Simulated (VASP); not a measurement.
# InIrC4N4 (P4/mmm) in VASP: single point with PBE

Aim: the single point of InIrC4N4 with PBE.

All numbers are computed with VASP 6.6.1; they aren't measurements. Logs are shortened: lines on timing, memory, paths and dates and some standing lists are left out, and cuts for length are marked.

### 1 The cell of the first run

It takes space group P4/mmm (No. 123, tetragonal). The conventional cell has a = 7.451 Å, b = 7.451 Å, c = 3.285 Å, α = 90.00°, β = 90.00°, γ = 90.00°. In (site symmetry 4/mmm) has 4 N at 2.12 Å within 2.8 Å. Within 2.6 Å of Ir (site symmetry 4/mmm) lie 4 C at 1.97 Å. C (site symmetry m2m) has 1 N at 1.17 Å within 1.6 Å. N (site symmetry m2m) has 1 C at 1.17 Å within 1.6 Å.

### 2 Single point, PBE

The input, INCAR:

```
PREC = Accurate
ENCUT = 520
EDIFF = 1E-6
ISMEAR = 0
SIGMA = 0.1
LREAL = F
LASPH = T
NELM = 80
ALGO = Normal
ISIF = 2
LWAVE = F
LCHARG = F
GGA = PE
NBANDS = 40
```

The input, KPOINTS:

```
regular mesh
0
Gamma
  6 6 12
```

The input, POSCAR:

```
InIrC4N4
1.0
    7.4507549523      0.0000000000      0.0000000000
    0.0000000000      7.4507549523      0.0000000000
    0.0000000000      0.0000000000      3.2853498191
In Ir C N
1 1 4 4
Direct
    0.5000000000      0.5000000000      0.0000000000
    0.0000000000      0.0000000000      0.0000000000
    0.1873707387      0.8126292613      0.0000000000
    0.8126292613      0.1873707387      0.0000000000
    0.1873707387      0.1873707387      0.0000000000
    0.8126292613      0.8126292613      0.0000000000
    0.2987243181      0.7012756819      0.0000000000
    0.7012756819      0.2987243181      0.0000000000
    0.2987243181      0.2987243181      0.0000000000
    0.7012756819      0.7012756819      0.0000000000
```

Potentials or basis: VASP PAW PBE potentials, release 64 (In_d, Ir, C, N).

Command:

```sh
$ cat potpaw_PBE.64/In_d/POTCAR potpaw_PBE.64/Ir/POTCAR potpaw_PBE.64/C/POTCAR potpaw_PBE.64/N/POTCAR > POTCAR
$ mpirun -np 1 vasp_std > vasp.out
```

OUTCAR:

```text
PREC = Accurate
   ENCUT = 520
   EDIFF = 1E-6
   ISMEAR = 0
   LREAL = F
   LASPH = T
   NELM = 80
   ISIF = 2
   GGA = PE

 ion  position               nearest neighbor table
   1  0.500  0.500  0.000-   7 2.12   8 2.12   9 2.12  10 2.12
   2  0.000  0.000  0.000-   3 1.97   4 1.97   5 1.97   6 1.97
   3  0.187  0.813  0.000-   7 1.17   2 1.97
   4  0.813  0.187  0.000-   8 1.17   2 1.97
   5  0.187  0.187  0.000-   9 1.17   2 1.97
   6  0.813  0.813  0.000-  10 1.17   2 1.97
   7  0.299  0.701  0.000-   3 1.17   1 2.12
   8  0.701  0.299  0.000-   4 1.17   1 2.12
   9  0.299  0.299  0.000-   5 1.17   1 2.12
  10  0.701  0.701  0.000-   6 1.17   1 2.12

  LATTYP: Found a simple tetragonal cell.
 ALAT       =     7.4507549523
 C/A-ratio  =     0.4409418697

  Lattice vectors:

 A1 = (   7.4507549523,   0.0000000000,   0.0000000000)
 A2 = (   0.0000000000,   7.4507549523,   0.0000000000)
 A3 = (   0.0000000000,   0.0000000000,   3.2853498191)

Analysis of symmetry for initial positions (statically):
=====================================================================
 Subroutine PRICEL returns:
 Original cell was already a primitive cell.

 Routine SETGRP: Setting up the symmetry group for a
 simple tetragonal supercell.

 Subroutine GETGRP returns: Found 16 space group operations
 (whereof 16 operations were pure point group operations)
 out of a pool of 16 trial point group operations.

The static configuration has the point symmetry D_4h.

Analysis of symmetry for dynamics (positions and initial velocities):
=====================================================================
 Subroutine PRICEL returns:
 Original cell was already a primitive cell.

 Routine SETGRP: Setting up the symmetry group for a
 simple tetragonal supercell.

 Subroutine GETGRP returns: Found 16 space group operations
 (whereof 16 operations were pure point group operations)
 out of a pool of 16 trial point group operations.

The dynamic configuration has the point symmetry D_4h.

 Subroutine INISYM returns: Found 16 space group operations
 (whereof 16 operations are pure point group operations),
 and found     1 'primitive' translations

----------------------------------------------------------------------------------------

                                     Primitive cell

  volume of cell :     182.3821

  direct lattice vectors                    reciprocal lattice vectors
     7.450754952  0.000000000  0.000000000     0.134214587  0.000000000  0.000000000
     0.000000000  7.450754952  0.000000000     0.000000000  0.134214587  0.000000000
     0.000000000  0.000000000  3.285349819     0.000000000  0.000000000  0.304381589

  length of vectors
     7.450754952  7.450754952  3.285349819     0.134214587  0.134214587  0.304381589

  position of ions in fractional coordinates (direct lattice)
     0.500000000  0.500000000  0.000000000
     0.000000000  0.000000000  0.000000000
     0.187370739  0.812629261  0.000000000
     0.812629261  0.187370739  0.000000000
     0.187370739  0.187370739  0.000000000
     0.812629261  0.812629261  0.000000000
     0.298724318  0.701275682  0.000000000
     0.701275682  0.298724318  0.000000000
     0.298724318  0.298724318  0.000000000
     0.701275682  0.701275682  0.000000000

  ion indices of the primitive-cell ions
   primitive index   ion index
                 1           1
                 2           2
                 3           3
                 4           4
                 5           5
                 6           6
                 7           7
                 8           8
                 9           9
                10          10

----------------------------------------------------------------------------------------

 KPOINTS: regular mesh

Automatic generation of k-mesh.
 Grid dimensions read from file:
 generate k-points for:    6    6   12

 Generating k-lattice:

  Cartesian coordinates                     Fractional coordinates (reciprocal lattice)
     0.022369098  0.000000000  0.000000000     0.166666667  0.000000000  0.000000000
     0.000000000  0.022369098  0.000000000     0.000000000  0.166666667  0.000000000
     0.000000000  0.000000000  0.025365132     0.000000000  0.000000000  0.083333333

  Length of vectors
     0.022369098  0.022369098  0.025365132

  Shift w.r.t. Gamma in fractional coordinates (k-lattice)
     0.000000000  0.000000000  0.000000000

 Subroutine IBZKPT returns following result:
 ===========================================

 Found     70 irreducible k-points:

 Following reciprocal coordinates:
            Coordinates               Weight
  0.000000  0.000000  0.000000      1.000000
  0.166667  0.000000  0.000000      4.000000
  0.333333  0.000000  0.000000      4.000000
  0.500000  0.000000  0.000000      2.000000
  0.166667  0.166667  0.000000      4.000000
  0.333333  0.166667  0.000000      8.000000
[... 16 lines left out ...]
  0.333333  0.000000  0.166667      8.000000
  0.500000  0.000000  0.166667      4.000000
 [... further k-points ...]
   k-points           NKPTS =     70   k-points in BZ     NKDIM =     70   number of bands    NBANDS=     40
   number of dos      NEDOS =    301   number of ions     NIONS =     10
   total plane-waves  NPLWV =  75264
   dimension x,y,z NGX =    56 NGY =   56 NGZ =   24
   dimension x,y,z NGXF=   112 NGYF=  112 NGZF=   48
   ions per type =               1   1   4   4
   NGX,Y,Z   is equivalent  to a cutoff of  12.50, 12.50, 12.14 a.u.
   NGXF,Y,Z  is equivalent  to a cutoff of  24.99, 24.99, 24.29 a.u.
 SYSTEM =  unknown system
   PREC   = accura    normal or accurate (medium, high low for compatibility)
   ISTART =      0    job   : 0-new  1-cont  2-samecut
   ICHARG =      2    charge: 1-file 2-atom 10-const
   ISPIN  =      1    spin polarized calculation?
   LNONCOLLINEAR =      F non collinear calculations
   LSORBIT =      F    spin-orbit coupling
   LASPH  =      T    aspherical Exc in radial PAW
   ENCUT  =  520.0 eV  38.22 Ry    6.18 a.u.  13.85 13.85  6.11*2*pi/ulx,y,z
   NELM   =     80;   NELMIN=  2; NELMDL= -5     # of ELM steps
   EDIFF  = 0.1E-05   stopping-criterion for ELM
   LREAL  =      F    real-space projection
[... 7 lines left out ...]
   TEBEG  =    0.0;   TEEND  =   0.0 temperature during run
   PSTRESS=    0.0 pullay stress
   NELECT =      58.0000    total number of electrons
   NUPDOWN=      -1.0000    fix difference up-down
   EMIN   =  10.00;   EMAX   =-10.00  energy-range for DOS
   EFERMI =   0.00;   METHOD = LEGACY
   ISMEAR =     0;   SIGMA  =   0.10  broadening in eV -4-tet -1-fermi 0-gaus
   EFERMI_NEDOS =   21; number of points for ismear=-14 and -15
   IALGO  =     38    algorithm
   IMIX   =      4    mixing-type and parameters
     AMIX     =   0.40;   BMIX     =  1.00
     AMIX_MAG =   1.60;   BMIX_MAG =  1.00
  volume/ion in A,a.u.               =      18.24       123.08
  Fermi-wavevector in a.u.,A,eV,Ry     =   1.117438  2.111652 16.989155  1.248668
  Thomas-Fermi vector in A             =   2.254061
   LORBIT       =      0    0 simple, 1 ext, 2 COOP (PROOUT), +10 PAW based schemes
   GGA     = PE    functional components
   LHFCALC =     F    Hartree Fock is set to
   AEXX    =    0.0000 exact exchange contribution
   IVDW    =     0    specifies the selected vdW correction
   LEPSILON=     F    determine dielectric tensor
   LRPA    =     F    only Hartree local field effects (RPA)
 non-spin polarized calculation
 Gauss-broadening in eV      SIGMA  =   0.10
  energy-cutoff  :      520.00
  volume of cell :      182.38
 maximum number of plane-waves:      4972
 NGX is ok and might be reduce to    56
   NGX = 27   NGY = 27   NGZ = 13

 number of electron      58.0000017 magnetization

 Free energy of the ion-electron system (eV)
  ---------------------------------------------------
  ext. energy  EPLUGINS =         0.00000000
  ---------------------------------------------------
  free energy    TOTEN  =       -78.11053353 eV

  energy without entropy =      -78.10461137  energy(sigma->0) =      -78.10757245

 E-fermi :   1.0715     XC(G=0):  -8.0380

 val. band max:        1.0228296829   @ k =   0.5000   0.5000   0.3333
 cond. band min:       1.0873356456   @ k =   0.1667   0.0000   0.3333
 fundamental gap:      0.0645059627
 Fermi energy:         1.0715276657

 k-point     1 :       0.0000    0.0000    0.0000
  band No.  band energies     occupation
      1     -17.3031      2.00000
      2     -17.1528      2.00000
      3     -17.0800      2.00000
      4     -17.0800      2.00000
      5     -14.5149      2.00000
      6     -14.2324      2.00000
[... 32 lines left out ...]
     39       7.0284      0.00000
     40       7.0369      0.00000

 k-point     2 :       0.1667    0.0000    0.0000
  band No.  band energies     occupation
      1     -17.2930      2.00000
      2     -17.1573      2.00000
      3     -17.0915      2.00000
      4     -17.0750      2.00000
      5     -14.5136      2.00000
      6     -14.2330      2.00000
[... 32 lines left out ...]
     39       6.8520      0.00000
     40       7.0518      0.00000

 k-point     3 :       0.3333    0.0000    0.0000
  band No.  band energies     occupation
      1     -17.2687      2.00000
      2     -17.1652      2.00000
      3     -17.1191      2.00000
      4     -17.0664      2.00000
      5     -14.5108      2.00000
      6     -14.2342      2.00000
[... 32 lines left out ...]
     39       6.4874      0.00000
     40       7.0948      0.00000

 k-point     4 :       0.5000    0.0000    0.0000
  band No.  band energies     occupation
      1     -17.2524      2.00000
      2     -17.1686      2.00000
      3     -17.1370      2.00000
      4     -17.0626      2.00000
      5     -14.5094      2.00000
      6     -14.2348      2.00000
[... 32 lines left out ...]
     39       6.6394      0.00000
     40       7.0961      0.00000
[... 772 lines left out ...]
     39       6.5903      0.00000
     40       6.8961      0.00000

 k-point    23 :       0.3333    0.0000    0.1667
  band No.  band energies     occupation
      1     -17.2267      2.00000
      2     -17.1283      2.00000
      3     -17.0776      2.00000
      4     -17.0269      2.00000
      5     -14.4320      2.00000
      6     -14.2281      2.00000
[... 32 lines left out ...]
     39       6.6848      0.00000
     40       6.8018      0.00000

 k-point    24 :       0.5000    0.0000    0.1667
  band No.  band energies     occupation
      1     -17.2111      2.00000
      2     -17.1316      2.00000
      3     -17.0948      2.00000
      4     -17.0232      2.00000
      5     -14.4306      2.00000
      6     -14.2286      2.00000
[... 32 lines left out ...]
     39       6.7091      0.00000
     40       7.0167      0.00000

 [... further k-points ...]

------------------------ aborting loop because EDIFF is reached ----------------------------------------

  FORCE on cell =-STRESS in cart. coord.  units (eV):
  Direction    XX          YY          ZZ          XY          YZ          ZX
  --------------------------------------------------------------------------------------
  -------------------------------------------------------------------------------------
  Total        1.0050574      1.0050574     -0.0932812      0.0000000      0.0000000     -0.0000000
  in kB        8.8291578      8.8291578     -0.8194499      0.0000000      0.0000000     -0.0000000
  external PRESSURE =       5.6129552 kB  Pullay stress =       0.0000000 kB

 VOLUME and BASIS-vectors are now :
 -----------------------------------------------------------------------------
  energy-cutoff  :      520.00
  volume of cell :      182.38
      direct lattice vectors                 reciprocal lattice vectors
     7.450754952  0.000000000  0.000000000     0.134214587  0.000000000  0.000000000
     0.000000000  7.450754952  0.000000000     0.000000000  0.134214587  0.000000000
     0.000000000  0.000000000  3.285349819     0.000000000  0.000000000  0.304381589

 POSITION                                       TOTAL-FORCE (eV/Angst)
 -----------------------------------------------------------------------------------
      3.72538      3.72538      0.00000        -0.000000      0.000000      0.000000
      0.00000      0.00000      0.00000        -0.000000      0.000000      0.000000
      1.39605      6.05470      0.00000        -0.188288      0.188288      0.000000
      6.05470      1.39605      0.00000         0.188288     -0.188288     -0.000000
      1.39605      1.39605      0.00000        -0.188288     -0.188288      0.000000
      6.05470      6.05470      0.00000         0.188288      0.188288      0.000000
      2.22572      5.22503      0.00000         0.231099     -0.231099      0.000000
      5.22503      2.22572      0.00000        -0.231099      0.231099     -0.000000
      2.22572      2.22572      0.00000         0.231099      0.231099      0.000000
      5.22503      5.22503      0.00000        -0.231099     -0.231099     -0.000000
 -----------------------------------------------------------------------------------
    total drift:                                0.000000      0.000000     -0.000000

  FREE ENERGIE OF THE ION-ELECTRON SYSTEM (eV)
  ---------------------------------------------------
  free  energy   TOTEN  =       -78.1105335321 eV

  energy  without entropy=      -78.1046113654  energy(sigma->0) =      -78.10757245
```

Wall time 5.2 min (1 thread of AMD EPYC 9R45 (Zen 5), shared host); peak memory 0.56 GiB.

What came out:

| Item | Value |
| --- | --- |
| Free energy | -78.1105 eV |
| Pressure | 0.6 GPa |
| Largest force | 0.327 eV/Å |
| Band gap on the k mesh | zero (bands 29 and 30 overlap by 0.17 eV) |

Forces in eV/Å, atoms in the order of the input:
```
In   0.000  0.000  0.000
Ir   0.000  0.000  0.000
C   -0.188  0.188  0.000
C    0.188 -0.188  0.000
C   -0.188 -0.188  0.000
C    0.188  0.188  0.000
N    0.231 -0.231  0.000
N   -0.231  0.231  0.000
N    0.231  0.231  0.000
N   -0.231 -0.231  0.000
```

Caveat: spin-orbit coupling is left out, which moves the levels of the heavy elements.

The gap in the log of VASP goes by the Fermi energy; the results here count the filled bands.